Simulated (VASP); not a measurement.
# Y (Fm-3m) in VASP: a series of runs, part 2 of 2

VASP 6.6.1.

### 3 Single point, BLYP

File INCAR:

```
SYSTEM = Y
  PREC = Accurate
  ENCUT = 520
  EDIFF = 1E-6
  ISMEAR = -1
  SIGMA = 0.05
  LREAL = .FALSE.
  LASPH = .TRUE.
  NELM = 100
  ALGO = Normal
  ISIF = 2
  LWAVE = .FALSE.
  LCHARG = .FALSE.
  GGA = B5
  ALDAX = 1.0
  AGGAX = 1.0
  AGGAC = 1.0
  ALDAC = 0.0
  NBANDS = 12
```

File KPOINTS:

```
Automatic mesh
0
G
  8 8 8
  0 0 0
```

File POSCAR:

```
Y
1.0
    3.5143210000      0.0000000000      0.0000000000
    1.7571605000      3.0434912631      0.0000000000
    1.7571605000      1.0144970877      2.8694310808
Y
1
Direct
    0.0000000000      0.0000000000      0.0000000000
```

Potentials or basis: VASP PAW PBE potentials, release 64 (Y_sv).

Launch:

```bash
cat potpaw_PBE.64/Y_sv/POTCAR > POTCAR
mpirun -np 1 vasp_std > vasp.out
```

OUTCAR:

```text
SYSTEM = Y
   PREC = Accurate
   ENCUT = 520
   EDIFF = 1E-6
   ISMEAR = -1
   LREAL = .FALSE.
   LASPH = .TRUE.
   NELM = 100
   ISIF = 2
   GGA = B5

 ion  position               nearest neighbor table
   1  0.000  0.000  0.000-

  LATTYP: Found a face centered cubic cell.
 ALAT       =     4.9700004208

  Lattice vectors:

 A1 = (   3.5143210000,   0.0000000000,   0.0000000000)
 A2 = (   1.7571605000,   3.0434912631,   0.0000000000)
 A3 = (   1.7571605000,   1.0144970877,   2.8694310808)

Analysis of symmetry for initial positions (statically):
=====================================================================
 Subroutine PRICEL returns:
 Original cell was already a primitive cell.

 Routine SETGRP: Setting up the symmetry group for a
 face centered cubic supercell.

 Subroutine GETGRP returns: Found 48 space group operations
 (whereof 48 operations were pure point group operations)
 out of a pool of 48 trial point group operations.

The static configuration has the point symmetry O_h .

Analysis of symmetry for dynamics (positions and initial velocities):
[... 159 lines left out ...]
 val. band max:        3.7785784476   @ k =  -0.3750   0.2500   0.1250
 cond. band min:       3.9283883781   @ k =   0.5000   0.2500   0.1250
 fundamental gap:      0.1498099305
 Fermi energy:         3.8647889754

 k-point     1 :       0.0000    0.0000    0.0000
  band No.  band energies     occupation
      1     -38.6723      2.00000
      2     -18.4068      2.00000
      3     -18.4068      2.00000
      4     -18.4068      2.00000
      5      -0.8462      2.00000
      6       5.6166      0.00000
      7       5.6166      0.00000
      8       5.6166      0.00000
      9       7.7126      0.00000
     10       7.7126      0.00000
     11      13.0996      0.00000
     12      16.5737      0.00000
[... 331 lines left out ...]
 k-point    24 :      -0.3750    0.2500    0.1250
  band No.  band energies     occupation
      1     -38.5735      2.00000
      2     -18.9972      2.00000
      3     -18.6774      2.00000
      4     -18.5531      2.00000
      5       2.8425      2.00000
      6       3.7786      1.69734
      7       4.7728      0.00000
      8       6.3265      0.00000
      9       8.8544      0.00000
     10      10.3966      0.00000
     11      11.3334      0.00000
     12      15.0636      0.00000

 [... further k-points ...]
[... 5 lines left out ...]
  --------------------------------------------------------------------------------------
  -------------------------------------------------------------------------------------
  Total        0.6710368      0.6710368      0.6710368     -0.0000000     -0.0000000      0.0000000
  in kB       35.0306023     35.0306023     35.0306023     -0.0000000     -0.0000000      0.0000000
  external PRESSURE =      35.0306023 kB  Pullay stress =       0.0000000 kB

 VOLUME and BASIS-vectors are now :
 -----------------------------------------------------------------------------
  energy-cutoff  :      520.00
  volume of cell :       30.69
      direct lattice vectors                 reciprocal lattice vectors
     3.514321000  0.000000000  0.000000000     0.284549988 -0.164285012 -0.116167046
     1.757160500  3.043491263  0.000000000     0.000000000  0.328570025 -0.116167046
     1.757160500  1.014497088  2.869431081     0.000000000  0.000000000  0.348501139

 POSITION                                       TOTAL-FORCE (eV/Angst)
 -----------------------------------------------------------------------------------
      0.00000      0.00000      0.00000         0.000000     -0.000000      0.000000
 -----------------------------------------------------------------------------------
    total drift:                               -0.000000     -0.000000     -0.000000

  FREE ENERGIE OF THE ION-ELECTRON SYSTEM (eV)
  ---------------------------------------------------
  free  energy   TOTEN  =        -5.4148138927 eV

  energy  without entropy=       -5.4048211810  energy(sigma->0) =       -5.40981754
```

OSZICAR:

```text
N       E                     dE             d eps       ncg     rms          rms(c)
DAV:   1     0.268713171140E+02    0.26871E+02   -0.54749E+03   704   0.822E+02
DAV:   2    -0.415791633672E+01   -0.31029E+02   -0.30034E+02   868   0.169E+02
DAV:   3    -0.552148354197E+01   -0.13636E+01   -0.13405E+01   960   0.224E+01
DAV:   4    -0.554406525250E+01   -0.22582E-01   -0.22573E-01   840   0.296E+00
DAV:   5    -0.554435421366E+01   -0.28896E-03   -0.28896E-03   872   0.270E-01    0.219E+01
DAV:   6    -0.542785752664E+01    0.11650E+00   -0.16279E-01   740   0.270E+00    0.134E+01
DAV:   7    -0.541823210094E+01    0.96254E-02   -0.22606E-01   864   0.321E+00    0.116E+00
DAV:   8    -0.541480450377E+01    0.34276E-02   -0.27366E-02   808   0.127E+00    0.166E-01
DAV:   9    -0.541479951608E+01    0.49877E-05   -0.81979E-04   844   0.226E-01    0.562E-02
DAV:  10    -0.541480571623E+01   -0.62001E-05   -0.75324E-05   792   0.699E-02    0.255E-02
DAV:  11    -0.541481368664E+01   -0.79704E-05   -0.19448E-05   804   0.304E-02    0.245E-02
DAV:  12    -0.541481389267E+01   -0.20604E-06   -0.17187E-06   760   0.116E-02
   1 F= -.54148139E+01 E0= -.54098175E+01  d E =-.999271E-02
```

Run time: 54 s. Hardware: 1 thread of AMD EPYC 7R13, shared host; peak memory 0.14 GiB.

Results:

- Free energy: -5.4148 eV
- Pressure: 3.5 GPa
- Band gap on the k mesh: zero (an odd number of electrons rules out a gap without spin polarisation)

Levels at points of the mesh, in eV from the Fermi level:
| k point | band 1 | band 2 | band 3 | band 4 | band 5 | band 6 | band 7 | band 8 | band 9 | band 10 |
| --- | --- | --- | --- | --- | --- | --- | --- | --- | --- | --- |
| (0.00, 0.00, 0.00) | -42.54 | -22.27 | -22.27 | -22.27 | -4.71 | 1.75 | 1.75 | 1.75 | 3.85 | 3.85 |
| (0.50, 0.00, 0.00) | -42.45 | -22.96 | -22.36 | -22.36 | -2.02 | 0.97 | 1.58 | 1.58 | 5.38 | 5.38 |
| (0.50, 0.50, 0.00) | -42.42 | -22.91 | -22.51 | -22.51 | -1.85 | -1.02 | 2.51 | 5.39 | 5.83 | 5.83 |

Caveat: the cell stands under pressure; the PAW data sets were made with another functional, which shifts forces and pressure a little.

### 4 Single point, r2SCAN

POSCAR is that of step 3.

File INCAR.step1:

```
SYSTEM = Y
ALGO = Normal ; EDIFF = 1E-4
ENCUT = 520 ; GGA = PE
ISMEAR = -1 ; LASPH = .TRUE.
LCHARG = .FALSE. ; LREAL = .FALSE.
LWAVE = .TRUE. ; NBANDS = 12
NELM = 60 ; PREC = Accurate
SIGMA = 0.05
```

File INCAR.step2:

```
SYSTEM = Y
ALGO = Normal ; EDIFF = 1E-6
ENCUT = 520 ; ISIF = 2
ISMEAR = -1 ; ISTART = 1
LASPH = .TRUE. ; LCHARG = .FALSE.
LMIXTAU = .TRUE. ; LREAL = .FALSE.
LWAVE = .FALSE. ; METAGGA = R2SCAN
NBANDS = 12 ; NELM = 60
PREC = Accurate ; SIGMA = 0.05
```

File KPOINTS:

```
k-points
0
G
  8 8 8
  0 0 0
```

Potentials or basis: VASP PAW PBE potentials, release 64 (Y_sv).

Launch:

```bash
cat potpaw_PBE.64/Y_sv/POTCAR > POTCAR
cp INCAR.step1 INCAR
mpirun -np 1 vasp_std > vasp.out
cp INCAR.step2 INCAR
mpirun -np 1 vasp_std > vasp.out
```

OUTCAR:

```text
SYSTEM = Y
   EDIFF = 1E-6
   ENCUT = 520
   ISIF = 2
   ISMEAR = -1
   ISTART = 1
   LASPH = .TRUE.
   LREAL = .FALSE.
   METAGGA = R2SCAN
   NELM = 60
   PREC = Accurate

 ion  position               nearest neighbor table
   1  0.000  0.000  0.000-

  LATTYP: Found a face centered cubic cell.
 ALAT       =     4.9700004208

  Lattice vectors:

 A1 = (   3.5143210000,   0.0000000000,   0.0000000000)
 A2 = (   1.7571605000,   3.0434912631,   0.0000000000)
 A3 = (   1.7571605000,   1.0144970877,   2.8694310808)

Analysis of symmetry for initial positions (statically):
=====================================================================
 Subroutine PRICEL returns:
 Original cell was already a primitive cell.

 Routine SETGRP: Setting up the symmetry group for a
 face centered cubic supercell.

 Subroutine GETGRP returns: Found 48 space group operations
 (whereof 48 operations were pure point group operations)
 out of a pool of 48 trial point group operations.

The static configuration has the point symmetry O_h .

Analysis of symmetry for dynamics (positions and initial velocities):
[... 159 lines left out ...]
 val. band max:        3.3351298205   @ k =  -0.2500   0.3750   0.1250
 cond. band min:       3.4837751524   @ k =   0.5000   0.2500   0.1250
 fundamental gap:      0.1486453319
 Fermi energy:         3.4252421024

 k-point     1 :       0.0000    0.0000    0.0000
  band No.  band energies     occupation
      1     -40.5948      2.00000
      2     -19.5808      2.00000
      3     -19.5808      2.00000
      4     -19.5808      2.00000
      5      -1.6404      2.00000
      6       5.5508      0.00000
      7       5.5508      0.00000
      8       5.5508      0.00000
      9       7.8372      0.00000
     10       7.8372      0.00000
     11      12.9036      0.00000
     12      16.6427      0.00000
[... 331 lines left out ...]
 k-point    24 :      -0.3750    0.2500    0.1250
  band No.  band energies     occupation
      1     -40.4878      2.00000
      2     -20.2039      2.00000
      3     -19.8639      2.00000
      4     -19.7321      2.00000
      5       2.3834      2.00000
      6       3.2130      1.97173
      7       4.4272      0.00000
      8       6.2483      0.00000
      9       8.9786      0.00000
     10      10.4231      0.00000
     11      11.6092      0.00000
     12      15.0868      0.00000

 [... further k-points ...]
[... 5 lines left out ...]
  --------------------------------------------------------------------------------------
  -------------------------------------------------------------------------------------
  Total        0.6139706      0.6139706      0.6139706      0.0000000     -0.0000000      0.0000000
  in kB       32.0515366     32.0515366     32.0515366      0.0000000     -0.0000000      0.0000000
  external PRESSURE =      32.0515366 kB  Pullay stress =       0.0000000 kB

 VOLUME and BASIS-vectors are now :
 -----------------------------------------------------------------------------
  energy-cutoff  :      520.00
  volume of cell :       30.69
      direct lattice vectors                 reciprocal lattice vectors
     3.514321000  0.000000000  0.000000000     0.284549988 -0.164285012 -0.116167046
     1.757160500  3.043491263  0.000000000     0.000000000  0.328570025 -0.116167046
     1.757160500  1.014497088  2.869431081     0.000000000  0.000000000  0.348501139

 POSITION                                       TOTAL-FORCE (eV/Angst)
 -----------------------------------------------------------------------------------
      0.00000      0.00000      0.00000        -0.000000      0.000000      0.000000
 -----------------------------------------------------------------------------------
    total drift:                                0.000000     -0.000000     -0.000000

  FREE ENERGIE OF THE ION-ELECTRON SYSTEM (eV)
  ---------------------------------------------------
  free  energy   TOTEN  =       -20.2068500017 eV

  energy  without entropy=      -20.1979214206  energy(sigma->0) =      -20.20238571
```

OUTCAR.step1:

```text
SYSTEM = Y
   EDIFF = 1E-4
   ENCUT = 520
   GGA = PE
   ISMEAR = -1
[... 576 lines left out ...]

 POSITION                                       TOTAL-FORCE (eV/Angst)
 -----------------------------------------------------------------------------------
      0.00000      0.00000      0.00000        -0.000000     -0.000000      0.000000
 -----------------------------------------------------------------------------------
    total drift:                               -0.000000     -0.000000     -0.000000

  FREE ENERGIE OF THE ION-ELECTRON SYSTEM (eV)
  ---------------------------------------------------
  free  energy   TOTEN  =        -6.4061437116 eV

  energy  without entropy=       -6.3972995694  energy(sigma->0) =       -6.40172164
```

Wall time 2.6 min (1 thread of AMD EPYC 7R13, shared host); peak memory 0.15 GiB.

What came out:

- Free energy: -20.2069 eV
- Pressure: 3.2 GPa
- Band gap on the k mesh: zero (an odd number of electrons rules out a gap without spin polarisation)

Levels at points of the mesh, in eV from the Fermi level:
```csv
k point,band 1,band 2,band 3,band 4,band 5,band 6,band 7,band 8,band 9,band 10
"(0.00, 0.00, 0.00)",-44.02,-23.01,-23.01,-23.01,-5.07,2.13,2.13,2.13,4.41,4.41
"(0.50, 0.00, 0.00)",-43.93,-23.73,-23.10,-23.10,-2.07,0.64,1.91,1.91,5.99,5.99
"(0.50, 0.50, 0.00)",-43.90,-23.68,-23.26,-23.26,-1.95,-0.95,2.32,6.02,6.43,6.43
```

Caveat: the cell stands under pressure; the PAW data sets were made with another functional, which shifts forces and pressure a little.

### 5 Summary

| level | gap on the mesh (eV) | pressure (GPa) |
| --- | --- | --- |
| PBEsol | none | 0.0 |
| BLYP | none | 3.5 |
| r2SCAN | none | 3.2 |

Alike in all rows: task single point; potentials or basis VASP PAW PBE potentials, release 64 (Y_sv); no spin polarisation; cell as given; k mesh 8 × 8 × 8; cutoff (eV) 520; smearing fermi-dirac 0.05 eV.

The pressure there spans 0.0 GPa (PBEsol) to 3.5 GPa (BLYP); a positive pressure means that this level wants a larger cell, a negative one a smaller.

Caveats: the PAW data sets were made with another functional, which shifts forces and pressure a little; the cell stands under pressure (at least some runs).

Absolute energies hang on the potentials; compare differences alone.
